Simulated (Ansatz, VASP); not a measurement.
## Two plane-wave programs on Be

Contents of POSCAR:

```
Be
1.0
    0.0000000000      2.4326624056      2.4326624056
    2.4326624056      0.0000000000      2.4326624056
    2.4326624056      2.4326624056      0.0000000000
Be
2
Direct
    0.1250000000      0.1250000000      0.1250000000
    0.8750000000      0.8750000000      0.8750000000
```

INCAR.step1

```
SYSTEM = Be
PREC = Accurate
ENCUT = 520
ISMEAR = -1
SIGMA = 0.1
LREAL = .FALSE.
LASPH = .TRUE.
NELM = 60
NBANDS = 9
GGA = PE
ALGO = Normal
EDIFF = 1E-4
LWAVE = .TRUE.
LCHARG = .FALSE.
```

INCAR.step2

```
SYSTEM = Be
PREC = Accurate
ENCUT = 520
EDIFF = 1E-6
ISMEAR = -1
SIGMA = 0.1
LREAL = .FALSE.
LASPH = .TRUE.
NELM = 60
ALGO = Normal
ISIF = 2
LWAVE = .FALSE.
LCHARG = .TRUE.
METAGGA = R2SCAN
LMIXTAU = .TRUE.
LELF = .TRUE.
LVHAR = .TRUE.
NBANDS = 9
ISTART = 1
```

The input KPOINTS:

```
Automatic mesh
0
G
  12 12 12
  0 0 0
```

Input for Ansatz:

```yaml
crystal:
  lattice:
    - [0.0, 2.4326624056, 2.4326624056]
    - [2.4326624056, 0.0, 2.4326624056]
    - [2.4326624056, 2.4326624056, 0.0]
  atoms:
    - { symbol: Be, position: [0.125, 0.125, 0.125] }
    - { symbol: Be, position: [0.875, 0.875, 0.875] }
hamiltonian:
  xc: r2scan
  pseudopotentials:
    kind: paw
    azcp:
      Be: "pseudopotentials/Be.paw.azcp"
basis:
  ecutwfc: 500
  fft_grid_basis: typed
kpoints:
  mp_grid: { grid: [12, 12, 12], shift: [0, 0, 0] }
magnetization:
  spin_polarized: false
scf:
  occupations: { method: fermi_dirac, width: 0.1 }
  lower_state_search: "off"
output:
  stress: true
```

Alike in both runs: task single point; functional r2SCAN; k mesh 12 × 12 × 12; occupations fermi-dirac, width 0.1 eV; no spin polarisation.

|  | VASP | Ansatz |
| --- | --- | --- |
| version | VASP 6.6.1 | Ansatz 0.2.0 |
| potentials or method | VASP PAW PBE potentials, release 64 (Be), cutoff 520 eV | plane waves (500 eV) with PAW, scalar-relativistic |
| valence electrons in the cell | 4 | 4 |

```tsv
	VASP	Ansatz	Ansatz less VASP
pressure (GPa)	1.9	1.9	-0.04
```

VASP's potentials were made for PBE, not for r2SCAN. With one functional, cell and mesh, what is left measures potentials, basis and numerics.
